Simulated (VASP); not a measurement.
# InP in VASP: notebook

Runs on InP. Level: PBEsol. Tasks: single point.

Program: VASP 6.6.1. These are calculated values, not measurements. Logs are shortened: lines on timing, memory, paths and dates and some standing lists are left out, and cuts for length are marked.

## (1) The cell of the first run

The cell holds a slab with vacuum, 14 atoms: a = 5.879 Å, b = 4.157 Å, c = 28.471 Å, α = 90.00°, β = 90.00°, γ = 90.00°.

## (2) Single point, PBEsol

INCAR reads:

```
SYSTEM = InP
PREC     = Accurate       ! precision mode
ENCUT    = 520            ! plane-wave cutoff, eV
EDIFF    = 1E-6           ! SCF threshold, eV
ISMEAR   = 0              ! smearing method
SIGMA    = 0.05           ! smearing width, eV
LREAL    = .FALSE.        ! projectors in reciprocal space
LASPH    = .TRUE.         ! aspherical terms in the spheres
NELM     = 80             ! most SCF steps
ALGO     = Normal         ! electronic algorithm
ISIF     = 2              ! what is computed and relaxed
LWAVE    = .FALSE.        ! write WAVECAR
LCHARG   = .FALSE.        ! write CHGCAR
LDIPOL   = .TRUE.       
IDIPOL   = 3            
DIPOL    = 0.5 0.5 0.500
GGA      = PS             ! functional
NBANDS   = 76             ! bands
```

KPOINTS reads:

```
regular mesh
0
G
  4 6 1
  0 0 0
```

POSCAR reads:

```
InP
1.0
    5.8786887800      0.0000000000      0.0000000000
    0.0000000000      4.1568607000      0.0000000000
    0.0000000000      0.0000000000     28.4705821010
In P
7 7
Direct
    0.5567632554      0.5000000000      0.2968526248
    0.9834684026      0.0000000000      0.3508544532
    0.4871634031      0.5000000000      0.4279070881
    0.9836050124      0.0000000000      0.5000005465
    0.4871599600      0.5000000000      0.5720930660
   -0.0165402718      0.0000000000      0.6491471026
    0.5567507194      0.5000000000      0.7031464619
    0.7660389605      0.0000000000      0.2729186851
    0.2336138395      0.5000000000      0.3546863763
    0.7391357223      0.0000000000      0.4260632450
    0.2340810872      0.5000000000      0.4999995767
    0.7391321203      0.0000000000      0.5739369850
    0.2336026767      0.5000000000      0.6453120912
    0.7660251124      0.0000000000      0.7270816978
```

Potentials or basis: VASP PAW PBE potentials, release 64 (In_d, P).

Launch:

```console
> cat potpaw_PBE.64/In_d/POTCAR potpaw_PBE.64/P/POTCAR > POTCAR
> mpirun -np 1 vasp_std > vasp.out
```

OUTCAR:

```text
SYSTEM = InP
   PREC = Accurate
   ENCUT = 520
   EDIFF = 1E-6
   ISMEAR = 0
   LREAL = .FALSE.
   LASPH = .TRUE.
   NELM = 80
   ISIF = 2
   GGA = PS

 ion  position               nearest neighbor table
   1  0.557  0.500  0.297-   8 2.51   8 2.51   9 2.51   2 3.60   2 3.60   3 3.75
   2  0.983  0.000  0.351-   9 2.55   9 2.55   8 2.56  10 2.58   1 3.60   1 3.60
   3  0.487  0.500  0.428-  11 2.54  10 2.55  10 2.55   9 2.56   1 3.75
   4  0.984  0.000  0.500-  11 2.55  11 2.55  12 2.55  10 2.55
   5  0.487  0.500  0.572-  11 2.54  12 2.55  12 2.55  13 2.56   7 3.75
   6  0.983  0.000  0.649-  13 2.55  13 2.55  14 2.56  12 2.58   7 3.60   7 3.60
   7  0.557  0.500  0.703-  14 2.51  14 2.51  13 2.51   6 3.60   6 3.60   5 3.75
   8  0.766  0.000  0.273-   1 2.51   1 2.51   2 2.56
   9  0.234  0.500  0.355-   1 2.51   2 2.55   2 2.55   3 2.56
  10  0.739  0.000  0.426-   4 2.55   3 2.55   3 2.55   2 2.58
  11  0.234  0.500  0.500-   3 2.54   5 2.54   4 2.55   4 2.55
  12  0.739  0.000  0.574-   4 2.55   5 2.55   5 2.55   6 2.58
  13  0.234  0.500  0.645-   7 2.51   6 2.55   6 2.55   5 2.56
  14  0.766  0.000  0.727-   7 2.51   7 2.51   6 2.56

  LATTYP: Found a simple orthorhombic cell.
 ALAT       =     4.1568607000
 B/A-ratio  =     1.4142135627
 C/A-ratio  =     6.8490584977

  Lattice vectors:

 A1 = (   0.0000000000,  -4.1568607000,   0.0000000000)
 A2 = (   5.8786887800,   0.0000000000,   0.0000000000)
 A3 = (   0.0000000000,   0.0000000000,  28.4705821010)

Analysis of symmetry for initial positions (statically):
=====================================================================
 Subroutine PRICEL returns:
 Original cell was already a primitive cell.

 Routine SETGRP: Setting up the symmetry group for a
 simple orthorhombic supercell.

 Subroutine GETGRP returns: Found  2 space group operations
 (whereof  2 operations were pure point group operations)
 out of a pool of  8 trial point group operations.

The static configuration has the point symmetry C_1h.

Analysis of symmetry for dynamics (positions and initial velocities):
=====================================================================
 Subroutine PRICEL returns:
 Original cell was already a primitive cell.

 Routine SETGRP: Setting up the symmetry group for a
 simple orthorhombic supercell.

[... 134 lines left out ...]
     AMIX     =   0.40;   BMIX     =  1.00
     AMIX_MAG =   1.60;   BMIX_MAG =  1.00
  volume/ion in A,a.u.               =      49.70       335.36
  Fermi-wavevector in a.u.,A,eV,Ry     =   0.926227  1.750316 11.672398  0.857897
  Thomas-Fermi vector in A             =   2.052167
   LORBIT       =      0    0 simple, 1 ext, 2 COOP (PROOUT), +10 PAW based schemes
   GGA     = PS    functional components
   LHFCALC =     F    Hartree Fock is set to
   AEXX    =    0.0000 exact exchange contribution
   IVDW    =     0    specifies the selected vdW correction
   LEPSILON=     F    determine dielectric tensor
   LRPA    =     F    only Hartree local field effects (RPA)
 non-spin polarized calculation
 Gauss-broadening in eV      SIGMA  =   0.05
  energy-cutoff  :      520.00
  volume of cell :      695.73
 maximum number of plane-waves:     18840
 NGX is ok and might be reduce to    48
   NGX = 21   NGY = 15   NGZ =105

 dipolmoment           0.000000      0.000000      0.000032 electrons x Angstroem

 number of electron     125.9999999 magnetization

 dipolmoment           0.000000      0.000000     -0.000010 electrons x Angstroem

 Free energy of the ion-electron system (eV)
  ---------------------------------------------------
  ext. energy  EPLUGINS =         0.00000000
  ---------------------------------------------------
  free energy    TOTEN  =       -61.99385417 eV

  energy without entropy =      -61.99385417  energy(sigma->0) =      -61.99385417

 E-fermi :   0.2623     XC(G=0):  -5.2745

 val. band max:        0.0175803656   @ k =   0.0000   0.0000   0.0000
 cond. band min:       1.0198713482   @ k =   0.0000   0.0000   0.0000
 fundamental gap:      1.0022909826
 Fermi energy:         0.2623353757

 k-point     1 :       0.0000    0.0000    0.0000
  band No.  band energies     occupation
      1     -14.3145      2.00000
      2     -14.3139      2.00000
      3     -14.2728      2.00000
      4     -14.2546      2.00000
      5     -14.2265      2.00000
      6     -14.1729      2.00000
[... 925 lines left out ...]
     74       4.2172      0.00000
     75       4.4372      0.00000
 [bands above 75 left out]

------------------------ aborting loop because EDIFF is reached ----------------------------------------

 vacuum level on the upper side and lower side of the slab       (xc-potential included)        -0.144        -0.144

  FORCE on cell =-STRESS in cart. coord.  units (eV):
  Direction    XX          YY          ZZ          XY          YZ          ZX
  --------------------------------------------------------------------------------------
  -------------------------------------------------------------------------------------
  Total       -0.8470081     -1.8584744     -0.0972594      0.0000000      0.0000000     -0.0000944
  in kB       -1.9505444     -4.2798138     -0.2239752      0.0000000      0.0000000     -0.0002174
  external PRESSURE =      -2.1514445 kB  Pullay stress =       0.0000000 kB

 VOLUME and BASIS-vectors are now :
 -----------------------------------------------------------------------------
  energy-cutoff  :      520.00
  volume of cell :      695.73
      direct lattice vectors                 reciprocal lattice vectors
     5.878688780  0.000000000  0.000000000     0.170105960  0.000000000  0.000000000
     0.000000000  4.156860700  0.000000000     0.000000000  0.240566156  0.000000000
     0.000000000  0.000000000 28.470582101     0.000000000  0.000000000  0.035123975

 POSITION                                       TOTAL-FORCE (eV/Angst)
 -----------------------------------------------------------------------------------
      3.27304      2.07843      8.45157         0.006435      0.000000     -0.002625
      5.78150      0.00000      9.98903        -0.002085      0.000000     -0.008310
      2.86388      2.07843     12.18276        -0.002511      0.000000     -0.003124
      5.78231      0.00000     14.23531        -0.002077      0.000000     -0.000081
      2.86386      2.07843     16.28782        -0.002516      0.000000      0.002901
      5.78145      0.00000     18.48160        -0.002127      0.000000      0.008132
      3.27296      2.07843     20.01899         0.006417      0.000000      0.002632
      4.50330      0.00000      7.77015        -0.005908      0.000000      0.003860
      1.37334      2.07843     10.09813         0.002584      0.000000      0.004743
      4.34515      0.00000     12.13027         0.001022      0.000000      0.002429
      1.37609      2.07843     14.23528         0.003012      0.000000      0.000102
      4.34513      0.00000     16.34032         0.001015      0.000000     -0.002285
      1.37328      2.07843     18.37241         0.002666      0.000000     -0.004529
      4.50322      0.00000     20.70044        -0.005928      0.000000     -0.003843
 -----------------------------------------------------------------------------------
    total drift:                                0.001028      0.000000      0.000010

  FREE ENERGIE OF THE ION-ELECTRON SYSTEM (eV)
  ---------------------------------------------------
  free  energy   TOTEN  =       -61.9938541706 eV

  energy  without entropy=      -61.9938541706  energy(sigma->0) =      -61.99385417

 vacuum level on the upper side and lower side of the slab         5.083         5.084
```

OSZICAR:

```text
N       E                     dE             d eps       ncg     rms          rms(c)
DAV:   1     0.118660244101E+04    0.11866E+04   -0.53858E+04  1896   0.156E+03
DAV:   2     0.970906380343E+02   -0.10895E+04   -0.10560E+04  1984   0.399E+02
DAV:   3    -0.552147331003E+02   -0.15231E+03   -0.14904E+03  2144   0.191E+02
[... 19 lines left out ...]
DAV:  23    -0.619938385831E+02   -0.52049E-05   -0.12172E-07  1252   0.270E-03    0.255E-03
DAV:  24    -0.619938464123E+02   -0.78292E-05   -0.21877E-07  1296   0.152E-03    0.195E-03
DAV:  25    -0.619938518052E+02   -0.53929E-05   -0.16535E-07  1332   0.183E-03    0.136E-03
DAV:  26    -0.619938535569E+02   -0.17518E-05   -0.54181E-08  1220   0.983E-04    0.111E-03
DAV:  27    -0.619938541706E+02   -0.61372E-06   -0.20387E-08  1124   0.839E-04
   1 F= -.61993854E+02 E0= -.61993854E+02  d E =-.460911E-13
```

stdout:

```text
POSCAR found type information on POSCAR InP
 POSCAR found :  2 types and      14 ions
 scaLAPACK will be used
 -----------------------------------------------------------------------------
|                                                                             |
|                                                                             |
|     You enforced a specific xc type in the INCAR file but a different       |
|     I HOPE YOU KNOW WHAT YOU ARE DOING!                                     |
|                                                                             |
 -----------------------------------------------------------------------------

 LDA part: xc-table for (Slater+PW92), standard interpolation
 POSCAR, INCAR and KPOINTS ok, starting setup
 FFT: planning ... GRIDC
 FFT: planning ... GRID_SOFT
 FFT: planning ... GRID
 WAVECAR not read
 entering main loop
```

It took 24 min on 1 thread of Intel Xeon Platinum 8259CL at 2.50GHz (Skylake/Cascade Lake), shared host; peak memory 0.91 GiB.

Results:

```
Free energy            : -61.9939 eV
Largest force          : 0.009 eV/Å
Band gap on the k mesh : 1.00 eV
```

Forces on the atoms (eV/Å):
```
In   0.006  0.000 -0.003
In  -0.002  0.000 -0.008
In  -0.003  0.000 -0.003
In  -0.002  0.000  0.000
In  -0.003  0.000  0.003
In  -0.002  0.000  0.008
In   0.006  0.000  0.003
P   -0.006  0.000  0.004
P    0.003  0.000  0.005
P    0.001  0.000  0.002
P    0.003  0.000  0.000
P    0.001  0.000 -0.002
P    0.003  0.000 -0.005
P   -0.006  0.000 -0.004
```

Caveat: the PAW data sets were made with another functional, which shifts forces and pressure a little; spin-orbit coupling is left out, which moves the levels of the heavy elements.

## (3) Single point, PBEsol

This run uses another cell than the first one.

INCAR reads:

```
  PREC = Accurate
  ENCUT = 520
  EDIFF = 1E-6
  ISMEAR = 0
  SIGMA = 0.05
  LREAL = F
  LASPH = T
  NELM = 80
  ALGO = Normal
  ISIF = 2
  LWAVE = F
  LCHARG = F
  LDIPOL = T
  IDIPOL = 3
  DIPOL = 0.5 0.5 0.500
  GGA = PS
  NBANDS = 76
```

KPOINTS reads:

```
regular mesh
0
Gamma
  4 6 1
```

POSCAR reads:

```
InP
1.0
    5.8610000000      0.0000000000      0.0000000000
    0.0000000000      4.1443528450      0.0000000000
    0.0000000000      0.0000000000     28.4330585340
In P
7 7
Direct
    0.5563870599      0.5000000000      0.2960336669
   -0.0172376468      0.0000000000      0.3502992253
    0.4866774512      0.5000000000      0.4276736658
   -0.0169194492      0.0000000000      0.4999996096
    0.4866796474      0.5000000000      0.5723261684
   -0.0172295218      0.0000000000      0.6496990538
    0.5563990513      0.5000000000      0.7039671949
    0.7669395254      0.0000000000      0.2719987803
    0.2339373833      0.5000000000      0.3542457092
    0.7395241753      0.0000000000      0.4257915985
    0.2344160785      0.5000000000      0.5000003970
    0.7395266467      0.0000000000      0.5742083477
    0.2339471509      0.5000000000      0.6457557555
    0.7669524481      0.0000000000      0.7280008271
```

Potentials or basis: VASP PAW PBE potentials, release 64 (In_d, P).

Launch:

```console
> cat potpaw_PBE.64/In_d/POTCAR potpaw_PBE.64/P/POTCAR > POTCAR
> mpirun -np 1 vasp_std > vasp.out
```

Run time: 25 min. Hardware: 1 thread of Oxide Virtual Turin-like, shared host; peak memory 0.87 GiB.

The run converged. Its results:

```
Free energy            : -61.9991 eV
Largest force          : 0.011 eV/Å
Band gap on the k mesh : 1.00 eV
```

Forces in eV/Å, atoms in the order of the input:
```
In   0.007  0.000 -0.002
In  -0.003  0.000 -0.010
In  -0.002  0.000 -0.004
In  -0.003  0.000  0.000
In  -0.002  0.000  0.004
In  -0.003  0.000  0.010
In   0.007  0.000  0.001
P   -0.006  0.000  0.004
P    0.003  0.000  0.004
P    0.001  0.000  0.002
P    0.002  0.000  0.000
P    0.001  0.000 -0.002
P    0.003  0.000 -0.004
P   -0.006  0.000 -0.004
```

Levels at points of the mesh, in eV from the valence-band top:
```csv
k point,band 60,band 61,band 62,band 63,band 64,band 65,band 66,band 67
"(0.00, 0.00, 0.00)",-0.31,-0.25,-0.14,0.00,1.00,1.73,1.75,2.08
"(0.50, 0.00, 0.00)",-0.90,-0.85,-0.78,-0.67,1.44,1.62,1.90,2.03
"(0.00, 0.50, 0.00)",-1.51,-1.34,-1.02,-0.80,1.02,1.33,2.13,2.18
"(0.50, 0.50, 0.00)",-1.31,-1.09,-0.75,-0.67,1.27,1.89,1.97,2.93
```

Caveat: the PAW data sets were made with another functional, which shifts forces and pressure a little; spin-orbit coupling is left out, which moves the levels of the heavy elements.
